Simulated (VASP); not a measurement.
# Os (Fd-3m) in VASP: further runs

The runs below take Os through single point, with PBEsol.

Everything below comes from runs of VASP 6.6.1. Logs are shortened: lines on timing, memory, paths and dates and some standing lists are left out, and cuts for length are marked.

## (1) The cell of the first run

Symmetry: Fd-3m, No. 227, cubic system. The conventional cell has a = 5.502 Å, b = 5.502 Å, c = 5.502 Å, α = 90.00°, β = 90.00°, γ = 90.00°. Within 3.1 Å of Os (site symmetry -43m) lie 4 Os at 2.38 Å.

This isn't the form of Os at room conditions, which is hcp.

## (2) Single point, PBEsol

INCAR

```
SYSTEM = Os
PREC = Accurate
ENCUT = 520
EDIFF = 1E-6
ISMEAR = -1
SIGMA = 0.1
LREAL = .False.
LASPH = .True.
NELM = 100
ALGO = Normal
ISIF = 2
LWAVE = .False.
LCHARG = .False.
GGA = PS
NBANDS = 15
```

KPOINTS

```
regular mesh
0
Gamma
  10 10 10
  0 0 0
```

POSCAR

```
Os
1.0
    0.0000000000      2.7512045194      2.7512045194
    2.7512045194      0.0000000000      2.7512045194
    2.7512045194      2.7512045194      0.0000000000
Os
2
Direct
    0.1250000000      0.1250000000      0.1250000000
    0.8750000000      0.8750000000      0.8750000000
```

Potentials or basis: VASP PAW PBE potentials, release 64 (Os).

Launch:

```sh
$ cat potpaw_PBE.64/Os/POTCAR > POTCAR
$ mpirun -np 1 vasp_std > vasp.out
```

OUTCAR:

```text
SYSTEM = Os
   PREC = Accurate
   ENCUT = 520
   EDIFF = 1E-6
   ISMEAR = -1
   LREAL = .False.
   LASPH = .True.
   NELM = 100
   ISIF = 2
   GGA = PS

 ion  position               nearest neighbor table
   1  0.125  0.125  0.125-   2 2.38   2 2.38   2 2.38   2 2.38
   2  0.875  0.875  0.875-   1 2.38   1 2.38   1 2.38   1 2.38

  LATTYP: Found a face centered cubic cell.
 ALAT       =     5.5024090388

  Lattice vectors:

 A1 = (   0.0000000000,   2.7512045194,   2.7512045194)
 A2 = (   2.7512045194,   0.0000000000,   2.7512045194)
 A3 = (   2.7512045194,   2.7512045194,   0.0000000000)

Analysis of symmetry for initial positions (statically):
=====================================================================
 Subroutine PRICEL returns:
 Original cell was already a primitive cell.

 Routine SETGRP: Setting up the symmetry group for a
 face centered cubic supercell.

 Subroutine GETGRP returns: Found 48 space group operations
 (whereof 12 operations were pure point group operations)
 out of a pool of 48 trial point group operations.

The static configuration has the point symmetry D_3d.
 The point group associated with its full space group is O_h .

Analysis of symmetry for dynamics (positions and initial velocities):
=====================================================================
 Subroutine PRICEL returns:
 Original cell was already a primitive cell.

 Routine SETGRP: Setting up the symmetry group for a
 face centered cubic supercell.

 Subroutine GETGRP returns: Found 48 space group operations
 (whereof 12 operations were pure point group operations)
 out of a pool of 48 trial point group operations.

The dynamic configuration has the point symmetry D_3d.
 The point group associated with its full space group is O_h .

 Subroutine INISYM returns: Found 48 space group operations
 (whereof 12 operations are pure point group operations),
 and found     1 'primitive' translations

----------------------------------------------------------------------------------------

                                     Primitive cell

  volume of cell :      41.6484

  direct lattice vectors                    reciprocal lattice vectors
     0.000000000  2.751204519  2.751204519    -0.181738579  0.181738579  0.181738579
     2.751204519  0.000000000  2.751204519     0.181738579 -0.181738579  0.181738579
     2.751204519  2.751204519  0.000000000     0.181738579  0.181738579 -0.181738579

  length of vectors
     3.890790744  3.890790744  3.890790744     0.314780453  0.314780453  0.314780453

  position of ions in fractional coordinates (direct lattice)
     0.125000000  0.125000000  0.125000000
     0.875000000  0.875000000  0.875000000

  ion indices of the primitive-cell ions
   primitive index   ion index
                 1           1
                 2           2

----------------------------------------------------------------------------------------

 KPOINTS: regular mesh

Automatic generation of k-mesh.
 Grid dimensions read from file:
 generate k-points for:   10   10   10

 Generating k-lattice:

  Cartesian coordinates                     Fractional coordinates (reciprocal lattice)
    -0.018173858  0.018173858  0.018173858     0.100000000  0.000000000  0.000000000
     0.018173858 -0.018173858  0.018173858     0.000000000  0.100000000  0.000000000
     0.018173858  0.018173858 -0.018173858     0.000000000  0.000000000  0.100000000

  Length of vectors
     0.031478045  0.031478045  0.031478045

  Shift w.r.t. Gamma in fractional coordinates (k-lattice)
     0.000000000  0.000000000  0.000000000

 Subroutine IBZKPT returns following result:
 ===========================================

 Found     47 irreducible k-points:

 Following reciprocal coordinates:
            Coordinates               Weight
  0.000000  0.000000  0.000000      1.000000
  0.100000  0.000000  0.000000      8.000000
  0.200000  0.000000  0.000000      8.000000
  0.300000  0.000000  0.000000      8.000000
  0.400000  0.000000  0.000000      8.000000
  0.500000  0.000000  0.000000      4.000000
[... 16 lines left out ...]
  0.300000  0.300000  0.000000      6.000000
  0.400000  0.300000  0.000000     24.000000
 [... further k-points ...]
   k-points           NKPTS =     47   k-points in BZ     NKDIM =     47   number of bands    NBANDS=     15
   number of dos      NEDOS =    301   number of ions     NIONS =      2
   total plane-waves  NPLWV =  27000
   dimension x,y,z NGX =    30 NGY =   30 NGZ =   30
   dimension x,y,z NGXF=    60 NGYF=   60 NGZF=   60
   ions per type =               2
   NGX,Y,Z   is equivalent  to a cutoff of  12.82, 12.82, 12.82 a.u.
   NGXF,Y,Z  is equivalent  to a cutoff of  25.64, 25.64, 25.64 a.u.
 SYSTEM =  Os
   PREC   = accura    normal or accurate (medium, high low for compatibility)
   ISTART =      0    job   : 0-new  1-cont  2-samecut
   ICHARG =      2    charge: 1-file 2-atom 10-const
   ISPIN  =      1    spin polarized calculation?
   LNONCOLLINEAR =      F non collinear calculations
   LSORBIT =      F    spin-orbit coupling
   LASPH  =      T    aspherical Exc in radial PAW
   ENCUT  =  520.0 eV  38.22 Ry    6.18 a.u.   7.23  7.23  7.23*2*pi/ulx,y,z
   NELM   =    100;   NELMIN=  2; NELMDL= -5     # of ELM steps
   EDIFF  = 0.1E-05   stopping-criterion for ELM
   LREAL  =      F    real-space projection
   EDIFFG = 0.1E-04   stopping-criterion for IOM
   NSW    =      0    number of steps for IOM
   IBRION =     -1    ionic relax: 0-MD 1-quasi-New 2-CG
   NFREE  =      0    steps in history (QN), initial steepest desc. (CG)
   ISIF   =      2    stress and relaxation
   ISYM   =      2    0-nonsym 1-usesym 2-fastsym
   POTIM  = 0.5000    time-step for ionic-motion
   TEBEG  =    0.0;   TEEND  =   0.0 temperature during run
   PSTRESS=    0.0 pullay stress
   NELECT =      16.0000    total number of electrons
   NUPDOWN=      -1.0000    fix difference up-down
   EMIN   =  10.00;   EMAX   =-10.00  energy-range for DOS
   EFERMI =   0.00;   METHOD = LEGACY
   ISMEAR =    -1;   SIGMA  =   0.10  broadening in eV -4-tet -1-fermi 0-gaus
   EFERMI_NEDOS =   21; number of points for ismear=-14 and -15
   IALGO  =     38    algorithm
   IMIX   =      4    mixing-type and parameters
     AMIX     =   0.40;   BMIX     =  1.00
     AMIX_MAG =   1.60;   BMIX_MAG =  1.00
  volume/ion in A,a.u.               =      20.82       140.53
  Fermi-wavevector in a.u.,A,eV,Ry     =   1.190096  2.248955 19.270315  1.416328
  Thomas-Fermi vector in A             =   2.326188
   LORBIT       =      0    0 simple, 1 ext, 2 COOP (PROOUT), +10 PAW based schemes
   GGA     = PS    functional components
   LHFCALC =     F    Hartree Fock is set to
   AEXX    =    0.0000 exact exchange contribution
   IVDW    =     0    specifies the selected vdW correction
   LEPSILON=     F    determine dielectric tensor
   LRPA    =     F    only Hartree local field effects (RPA)
 non-spin polarized calculation
  energy-cutoff  :      520.00
  volume of cell :       41.65
 maximum number of plane-waves:      1139
 NGX is ok and might be reduce to    30
   NGX = 15   NGY = 15   NGZ = 15

 number of electron      16.0000001 magnetization

 Free energy of the ion-electron system (eV)
  ---------------------------------------------------
  ext. energy  EPLUGINS =         0.00000000
  ---------------------------------------------------
  free energy    TOTEN  =       -21.59546655 eV

  energy without entropy =      -21.53992156  energy(sigma->0) =      -21.56769405

 E-fermi :   4.5087     XC(G=0): -11.5235

 val. band max:        4.5002594569   @ k =   0.5000   0.2000   0.0000
 cond. band min:       4.5409703368   @ k =   0.4000   0.2000   0.0000
 fundamental gap:      0.0407108799
 Fermi energy:         4.5087213881

 k-point     1 :       0.0000    0.0000    0.0000
  band No.  band energies     occupation
      1      -3.2655      2.00000
      2       0.1816      2.00000
      3       0.1816      2.00000
      4       0.8524      2.00000
      5       0.8524      2.00000
      6       0.8524      2.00000
      7       3.9298      1.99390
      8       3.9298      1.99390
      9       3.9298      1.99390
     10       7.1642      0.00000
     11       7.1642      0.00000
     12      15.7802      0.00000
     13      15.9232      0.00000
     14      17.3781      0.00000
     15      17.3781      0.00000

 k-point     2 :       0.1000    0.0000    0.0000
  band No.  band energies     occupation
      1      -3.0775      2.00000
      2       0.0787      2.00000
      3       0.0787      2.00000
      4       0.8264      2.00000
      5       1.0300      2.00000
      6       1.0300      2.00000
      7       3.7162      1.99928
      8       3.9024      1.99536
      9       3.9024      1.99536
     10       7.1457      0.00000
     11       7.1457      0.00000
     12      15.1186      0.00000
     13      15.8695      0.00000
     14      17.3366      0.00000
     15      17.3418      0.00000

 k-point     3 :       0.2000    0.0000    0.0000
  band No.  band energies     occupation
      1      -2.5479      2.00000
      2      -0.0200      2.00000
      3      -0.0200      2.00000
      4       0.7643      2.00000
      5       1.2667      2.00000
      6       1.2667      2.00000
      7       3.2221      1.99999
      8       3.9216      1.99438
      9       3.9216      1.99438
     10       7.0686      0.00000
     11       7.0686      0.00000
     12      13.0861      0.00000
     13      14.9756      0.00000
     14      16.5639      0.00000
     15      16.5639      0.00000

 k-point     4 :       0.3000    0.0000    0.0000
  band No.  band energies     occupation
      1      -1.7986      2.00000
      2       0.0264      2.00000
      3       0.0264      2.00000
      4       0.6749      2.00000
      5       1.2478      2.00000
      6       1.2478      2.00000
      7       2.7857      2.00000
      8       4.1817      1.92678
      9       4.1817      1.92678
     10       6.8883      0.00000
     11       6.8883      0.00000
     12      10.4866      0.00000
     13      14.5931      0.00000
     14      15.4817      0.00000
     15      15.4817      0.00000
[... 307 lines left out ...]
 k-point    22 :      -0.2000    0.2000    0.0000
  band No.  band energies     occupation
      1      -1.5218      2.00000
      2      -0.3073      2.00000
      3       0.3482      2.00000
      4       0.3905      2.00000
      5       0.9734      2.00000
      6       2.0203      2.00000
      7       3.0894      2.00000
      8       3.3528      1.99998
      9       4.8399      0.07034
     10       5.9389      0.00000
     11       7.4546      0.00000
     12      11.1265      0.00000
     13      11.8103      0.00000
     14      15.3718      0.00000
     15      15.4776      0.00000

 k-point    23 :       0.3000    0.3000    0.0000
  band No.  band energies     occupation
      1      -1.1149      2.00000
      2      -0.8216      2.00000
      3       0.7584      2.00000
      4       0.7584      2.00000
      5       1.1319      2.00000
      6       1.3353      2.00000
      7       2.2249      2.00000
      8       5.0491      0.00896
      9       5.0491      0.00896
     10       5.3512      0.00044
     11       7.5042      0.00000
     12      11.7184      0.00000
     13      11.8567      0.00000
     14      11.8567      0.00000
     15      14.6838      0.00000

 k-point    24 :       0.4000    0.3000    0.0000
  band No.  band energies     occupation
      1      -0.8151      2.00000
      2      -0.4145      2.00000
      3       0.3214      2.00000
      4       0.6859      2.00000
      5       1.1728      2.00000
      6       1.6610      2.00000
      7       2.3250      2.00000
      8       4.7287      0.19951
      9       5.3589      0.00041
     10       5.6938      0.00001
     11       7.4755      0.00000
     12       9.8931      0.00000
     13      10.8435      0.00000
     14      10.9934      0.00000
     15      15.1400      0.00000

 [... further k-points ...]

------------------------ aborting loop because EDIFF is reached ----------------------------------------

  FORCE on cell =-STRESS in cart. coord.  units (eV):
  Direction    XX          YY          ZZ          XY          YZ          ZX
  --------------------------------------------------------------------------------------
  -------------------------------------------------------------------------------------
  Total       -0.2808183     -0.2808183     -0.2808183      0.0000000      0.0000000      0.0000000
  in kB      -10.8028256    -10.8028256    -10.8028256      0.0000000      0.0000000      0.0000000
  external PRESSURE =     -10.8028256 kB  Pullay stress =       0.0000000 kB

 VOLUME and BASIS-vectors are now :
 -----------------------------------------------------------------------------
  energy-cutoff  :      520.00
  volume of cell :       41.65
      direct lattice vectors                 reciprocal lattice vectors
     0.000000000  2.751204519  2.751204519    -0.181738579  0.181738579  0.181738579
     2.751204519  0.000000000  2.751204519     0.181738579 -0.181738579  0.181738579
     2.751204519  2.751204519  0.000000000     0.181738579  0.181738579 -0.181738579

 POSITION                                       TOTAL-FORCE (eV/Angst)
 -----------------------------------------------------------------------------------
      0.68780      0.68780      0.68780        -0.000000      0.000000     -0.000000
      4.81461      4.81461      4.81461         0.000000     -0.000000      0.000000
 -----------------------------------------------------------------------------------
    total drift:                               -0.000000      0.000000      0.000000

  FREE ENERGIE OF THE ION-ELECTRON SYSTEM (eV)
  ---------------------------------------------------
  free  energy   TOTEN  =       -21.5954665455 eV

  energy  without entropy=      -21.5399215589  energy(sigma->0) =      -21.56769405
```

It took 38 s on 1 thread of Intel Xeon 8259CL, shared host; peak memory 0.18 GiB.

What came out:

```yaml
Free_energy: -21.5955 eV
Pressure: -1.1 GPa
Band_gap_on_the_k_mesh: zero (bands 8 and 9 overlap by 1.15 eV)
```

Caveat: the PAW data sets were made with another functional, which shifts forces and pressure a little; spin-orbit coupling is left out, which moves the levels of the heavy elements.

(Part 1 of 3 ends here.)

The gap in the log of VASP goes by the Fermi energy; the results here count the filled bands.